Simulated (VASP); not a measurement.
# Ta2Si (I4/mcm) in VASP: notebook, part 2 of 2

VASP 6.6.1. Earlier steps stand in the parts before.

## (3) Single point, PBEsol (strain +0.080 along x and y, -0.080 along z)

Contents of INCAR:

```
  PREC = Accurate
  ENCUT = 520
  EDIFF = 1E-7
  ISMEAR = 0
  SIGMA = 0.15
  LREAL = False
  LASPH = True
  NELM = 60
  ALGO = Fast
  ISIF = 2
  LWAVE = False
  LCHARG = False
  GGA = PS
  NBANDS = 35
```

Contents of KPOINTS:

```
Automatic mesh
0
Gamma
  12 12 12
```

Contents of POSCAR:

```
Ta2Si
1.0
   -3.3138468571      3.3138468571      2.3183074125
    3.3138468571     -3.3138468571      2.3183074125
    3.3138468571      3.3138468571     -2.3183074125
Ta Si
4 2
Direct
    0.6630661939      0.8369338061      0.5000000000
    0.8369338061      0.3369338061      0.1738676123
    0.3369338061      0.1630661939      0.5000000000
    0.1630661939      0.6630661939      0.8261323878
    0.2500000000      0.2500000000      0.0000000000
    0.7500000000      0.7500000000      0.0000000000
```

Potentials or basis: VASP PAW PBE potentials, release 64 (Ta_pv, Si).

On the command line:

```bash
cat potpaw_PBE.64/Ta_pv/POTCAR potpaw_PBE.64/Si/POTCAR > POTCAR
mpirun -np 1 vasp_std > vasp.out
```

OUTCAR:

```text
PREC = Accurate
   ENCUT = 520
   EDIFF = 1E-7
   ISMEAR = 0
   LREAL = False
   LASPH = True
   NELM = 60
   ISIF = 2
   GGA = PS

 ion  position               nearest neighbor table
   1  0.663  0.837  0.500-   5 2.74   6 2.74   6 2.74   5 2.74   3 2.83   3 2.83   3 3.06   2 3.17
                             2 3.17   4 3.17   4 3.17   2 3.51   4 3.51   4 3.51   2 3.51
   2  0.837  0.337  0.174-   6 2.74   5 2.74   5 2.74   6 2.74   4 2.83   4 2.83   4 3.06   1 3.17
                             3 3.17   3 3.17   1 3.17   1 3.51   3 3.51   3 3.51   1 3.51
   3  0.337  0.163  0.500-   6 2.74   5 2.74   5 2.74   6 2.74   1 2.83   1 2.83   1 3.06   2 3.17
                             2 3.17   4 3.17   4 3.17   2 3.51   4 3.51   4 3.51   2 3.51
   4  0.163  0.663  0.826-   6 2.74   5 2.74   5 2.74   6 2.74   2 2.83   2 2.83   2 3.06   3 3.17
                             1 3.17   1 3.17   3 3.17   3 3.51   1 3.51   1 3.51   3 3.51
   5  0.250  0.250  0.000-   6 2.32   6 2.32   4 2.74   1 2.74   3 2.74   4 2.74   1 2.74   3 2.74
                             2 2.74   2 2.74
   6  0.750  0.750  0.000-   5 2.32   5 2.32   4 2.74   3 2.74   1 2.74   3 2.74   4 2.74   1 2.74
                             2 2.74   2 2.74

  LATTYP: Found a body centered tetragonal cell.
 ALAT       =     6.6276937142
 C/A-ratio  =     0.6995819398

  Lattice vectors:

 A1 = (  -3.3138468571,   3.3138468571,   2.3183074125)
 A2 = (   3.3138468571,  -3.3138468571,   2.3183074125)
 A3 = (   3.3138468571,   3.3138468571,  -2.3183074125)

Analysis of symmetry for initial positions (statically):
=====================================================================
 Subroutine PRICEL returns:
 Original cell was already a primitive cell.

 Routine SETGRP: Setting up the symmetry group for a
 body centered tetragonal supercell.

 Subroutine GETGRP returns: Found 16 space group operations
 (whereof  8 operations were pure point group operations)
 out of a pool of 16 trial point group operations.

The static configuration has the point symmetry C_4h.
 The point group associated with its full space group is D_4h.

Analysis of symmetry for dynamics (positions and initial velocities):
[... 142 lines left out ...]
  Fermi-wavevector in a.u.,A,eV,Ry     =   1.308511  2.472727 23.295903  1.712201
  Thomas-Fermi vector in A             =   2.439173
   LORBIT       =      0    0 simple, 1 ext, 2 COOP (PROOUT), +10 PAW based schemes
   GGA     = PS    functional components
   LHFCALC =     F    Hartree Fock is set to
   AEXX    =    0.0000 exact exchange contribution
   IVDW    =     0    specifies the selected vdW correction
   LEPSILON=     F    determine dielectric tensor
   LRPA    =     F    only Hartree local field effects (RPA)
 non-spin polarized calculation
 RMM-DIIS sequential band-by-band and
 Gauss-broadening in eV      SIGMA  =   0.15
  energy-cutoff  :      520.00
  volume of cell :      101.83
 maximum number of plane-waves:      2768
   NGX = 19   NGY = 19   NGZ = 19

 number of electron      52.0000000 magnetization

 Free energy of the ion-electron system (eV)
  ---------------------------------------------------
  ext. energy  EPLUGINS =         0.00000000
  ---------------------------------------------------
  free energy    TOTEN  =       -63.84309299 eV

  energy without entropy =      -63.80419923  energy(sigma->0) =      -63.82364611

 E-fermi :   6.9737     XC(G=0): -12.2444

 val. band max:        6.9610940966   @ k =  -0.4167   0.5000   0.1667
 cond. band min:       6.9738223140   @ k =  -0.4167   0.4167   0.4167
 fundamental gap:      0.0127282175
 Fermi energy:         6.9737165302

 k-point     1 :       0.0000    0.0000    0.0000
  band No.  band energies     occupation
      1     -27.7516      2.00000
      2     -27.7516      2.00000
      3     -27.6844      2.00000
      4     -27.6361      2.00000
      5     -27.6256      2.00000
      6     -27.6231      2.00000
[... 901 lines left out ...]
     34      10.3196      0.00000
     35      10.4355      0.00000

 [... further k-points ...]
[... 5 lines left out ...]
  --------------------------------------------------------------------------------------
  -------------------------------------------------------------------------------------
  Total      -14.5738484    -14.5738484      8.6912152      0.0000000      0.0000000      0.0000000
  in kB     -229.2920232   -229.2920232    136.7398819      0.0000000      0.0000000      0.0000000
  external PRESSURE =    -107.2813882 kB  Pullay stress =       0.0000000 kB

 VOLUME and BASIS-vectors are now :
 -----------------------------------------------------------------------------
  energy-cutoff  :      520.00
  volume of cell :      101.83
      direct lattice vectors                 reciprocal lattice vectors
    -3.313846857  3.313846857  2.318307412     0.000000000  0.150882048  0.215674590
     3.313846857 -3.313846857  2.318307412     0.150882048  0.000000000  0.215674590
     3.313846857  3.313846857 -2.318307412     0.150882048  0.150882048  0.000000000

 POSITION                                       TOTAL-FORCE (eV/Angst)
 -----------------------------------------------------------------------------------
      2.23309      1.08075      2.31831        -0.008725      0.008725      0.000000
     -1.08075      2.23309      2.31831        -0.008725     -0.008725     -0.000000
      1.08075      2.23309      0.00000         0.008725     -0.008725      0.000000
      4.39460      1.08075      0.00000         0.008725      0.008725      0.000000
      0.00000      0.00000      1.15915        -0.000000     -0.000000      0.000000
      0.00000      0.00000      3.47746        -0.000000     -0.000000      0.000000
 -----------------------------------------------------------------------------------
    total drift:                               -0.000000     -0.000000      0.000000

  FREE ENERGIE OF THE ION-ELECTRON SYSTEM (eV)
  ---------------------------------------------------
  free  energy   TOTEN  =       -63.8430929902 eV

  energy  without entropy=      -63.8041992311  energy(sigma->0) =      -63.82364611
```

stdout:

```text
POSCAR found type information on POSCAR TaSi
 POSCAR found :  2 types and       6 ions
 scaLAPACK will be used
 -----------------------------------------------------------------------------
|                                                                             |
|                                                                             |
|     You enforced a specific xc type in the INCAR file but a different       |
|     I HOPE YOU KNOW WHAT YOU ARE DOING!                                     |
|                                                                             |
 -----------------------------------------------------------------------------

 LDA part: xc-table for (Slater+PW92), standard interpolation
 POSCAR, INCAR and KPOINTS ok, starting setup
 FFT: planning ... GRIDC
 FFT: planning ... GRID_SOFT
 FFT: planning ... GRID
 WAVECAR not read
 entering main loop
```

Run time: 12 min. Hardware: 1 thread of Oxide Virtual Turin-like, shared host; peak memory 0.54 GiB.

What came out:

* Free energy: -63.8431 eV
* Pressure: -10.7 GPa
* Largest force: 0.012 eV/Å
* Band gap on the k mesh: zero (band 26 reaches 7.70 eV, above the bottom of band 27 at 6.36 eV)

Forces in eV/Å, atoms in the order of the input:
```
Ta  -0.009  0.009  0.000
Ta  -0.009 -0.009  0.000
Ta   0.009 -0.009  0.000
Ta   0.009  0.009  0.000
Si   0.000  0.000  0.000
Si   0.000  0.000  0.000
```

Caveat: the cell differs from its parent crystal (strain +0.080 along x and y, -0.080 along z); the PAW data sets were made with another functional, which shifts forces and pressure a little; spin-orbit coupling is left out, which moves the levels of the heavy elements.

## (4) Single point, PBEsol (strain -0.040 along x and y, +0.040 along z)

Contents of INCAR:

```
SYSTEM = Ta2Si
PREC = Accurate
ENCUT = 520
EDIFF = 1E-7
ISMEAR = 0
SIGMA = 0.15
LREAL = .False.
LASPH = .True.
NELM = 80
ALGO = Fast
ISIF = 2
LWAVE = .False.
LCHARG = .False.
GGA = PS
NBANDS = 35
```

Contents of KPOINTS:

```
Automatic mesh
0
Gamma
  12 12 12
  0 0 0
```

POSCAR, as its differences from that of step 3:

```diff
@@ -2,5 +2,5 @@
 1.0
-   -3.3138468571      3.3138468571      2.3183074125
-    3.3138468571     -3.3138468571      2.3183074125
-    3.3138468571      3.3138468571     -2.3183074125
+   -2.9456416507      2.9456416507      2.6206953359
+    2.9456416507     -2.9456416507      2.6206953359
+    2.9456416507      2.9456416507     -2.6206953359
 Ta Si
```

Potentials or basis: VASP PAW PBE potentials, release 64 (Ta_pv, Si).

On the command line:

```bash
cat potpaw_PBE.64/Ta_pv/POTCAR potpaw_PBE.64/Si/POTCAR > POTCAR
mpirun -np 1 vasp_std > vasp.out
```

OUTCAR:

```text
SYSTEM = Ta2Si
   PREC = Accurate
   ENCUT = 520
   EDIFF = 1E-7
   ISMEAR = 0
   LREAL = .False.
   LASPH = .True.
   NELM = 80
   ISIF = 2
   GGA = PS

 ion  position               nearest neighbor table
   1  0.663  0.837  0.500-   5 2.57   6 2.57   6 2.57   5 2.57   3 2.72   3 2.99   3 2.99   2 3.12
                             4 3.12   4 3.12   2 3.12   2 3.25   4 3.25   4 3.25   2 3.25
   2  0.837  0.337  0.174-   6 2.57   5 2.57   5 2.57   6 2.57   4 2.72   4 2.99   4 2.99   1 3.12
                             3 3.12   3 3.12   1 3.12   3 3.25   1 3.25   3 3.25   1 3.25
   3  0.337  0.163  0.500-   6 2.57   5 2.57   5 2.57   6 2.57   1 2.72   1 2.99   1 2.99   2 3.12
[... 1131 lines left out ...]
  Total       10.0440512     10.0440512      0.6050009      0.0000000      0.0000000      0.0000000
  in kB      176.9225337    176.9225337     10.6568837      0.0000000      0.0000000      0.0000000
  external PRESSURE =     121.5006504 kB  Pullay stress =       0.0000000 kB

 VOLUME and BASIS-vectors are now :
 -----------------------------------------------------------------------------
  energy-cutoff  :      520.00
  volume of cell :       90.96
      direct lattice vectors                 reciprocal lattice vectors
    -2.945641651  2.945641651  2.620695336     0.000000000  0.169742304  0.190789060
     2.945641651 -2.945641651  2.620695336     0.169742304  0.000000000  0.190789060
     2.945641651  2.945641651 -2.620695336     0.169742304  0.169742304  0.000000000

 POSITION                                       TOTAL-FORCE (eV/Angst)
 -----------------------------------------------------------------------------------
      1.98497      0.96067      2.62070        -0.011795      0.011795      0.000000
     -0.96067      1.98497      2.62070        -0.011795     -0.011795     -0.000000
      0.96067      1.98497      0.00000         0.011795     -0.011795      0.000000
      3.90631      0.96067      0.00000         0.011795      0.011795      0.000000
      0.00000      0.00000      1.31035         0.000000      0.000000      0.000000
      0.00000      0.00000      3.93104         0.000000      0.000000      0.000000
 -----------------------------------------------------------------------------------
    total drift:                               -0.000000     -0.000000      0.000000

  FREE ENERGIE OF THE ION-ELECTRON SYSTEM (eV)
  ---------------------------------------------------
  free  energy   TOTEN  =       -64.9377432927 eV

  energy  without entropy=      -64.9110204825  energy(sigma->0) =      -64.92438189
```

stdout:

```text
POSCAR found type information on POSCAR TaSi
 POSCAR found :  2 types and       6 ions
 scaLAPACK will be used
 -----------------------------------------------------------------------------
|                                                                             |
|                                                                             |
|     You enforced a specific xc type in the INCAR file but a different       |
|     I HOPE YOU KNOW WHAT YOU ARE DOING!                                     |
|                                                                             |
 -----------------------------------------------------------------------------

 LDA part: xc-table for (Slater+PW92), standard interpolation
 POSCAR, INCAR and KPOINTS ok, starting setup
 FFT: planning ... GRIDC
 FFT: planning ... GRID_SOFT
 FFT: planning ... GRID
 WAVECAR not read
 entering main loop
```

Wall time 14 min (1 thread of Oxide Virtual Turin-like, shared host); peak memory 0.5 GiB.

What came out:

| Quantity | Value |
| --- | --- |
| Free energy | -64.9377 eV |
| Pressure | 12.2 GPa |
| Largest force | 0.017 eV/Å |
| Band gap on the k mesh | zero (band 26 reaches 8.25 eV, above the bottom of band 27 at 7.57 eV) |

Forces on the atoms (eV/Å):
```
Ta  -0.012  0.012  0.000
Ta  -0.012 -0.012  0.000
Ta   0.012 -0.012  0.000
Ta   0.012  0.012  0.000
Si   0.000  0.000  0.000
Si   0.000  0.000  0.000
```

Levels at points of the mesh, in eV from the Fermi level:
```
           k point  band 24  band 25  band 26  band 27  band 28  band 29
(0.00, 0.00, 0.00)    -1.80    -0.54     0.38     0.86     1.92     1.92
(0.50, 0.00, 0.00)    -1.84    -0.89    -0.89     0.68     0.68     2.06
(0.50, 0.50, 0.00)    -0.97    -0.51    -0.19     0.49     0.88     1.37
(0.50, 0.50, 0.50)    -0.76    -0.75    -0.75     0.03     0.51     0.80
```

Caveat: the cell differs from its parent crystal (strain -0.040 along x and y, +0.040 along z); the PAW data sets were made with another functional, which shifts forces and pressure a little; spin-orbit coupling is left out, which moves the levels of the heavy elements.

## (5) Overview

```tsv
cell	further INCAR settings	gap on the mesh (eV)	pressure (GPa)	largest force (eV/Å)
a = 5.069 Å, angles 105.5, 105.5, 117.7°, 6 atoms	ALGO = Fast; EDIFF = 1e-06; NBANDS = 35	none	-7.7	0.08
a = 5.229 Å, angles 101.3, 101.3, 127.4°, 6 atoms	ALGO = Fast; EDIFF = 1e-07; NBANDS = 35	none	-10.7	0.01
a = 4.922 Å, angles 106.5, 106.5, 115.7°, 6 atoms	ALGO = Fast; EDIFF = 1e-07; NBANDS = 35	none	12.2	0.02
```

Alike in all rows: task single point; level PBEsol; potentials or basis VASP PAW PBE potentials, release 64 (Ta_pv, Si); no spin polarisation; k mesh 12 × 12 × 12; cutoff (eV) 520; smearing gaussian 0.15 eV.

Caveats: the PAW data sets were made with another functional, which shifts forces and pressure a little; spin-orbit coupling is left out, which moves the levels of the heavy elements.

Absolute energies hang on the potentials; compare differences alone.
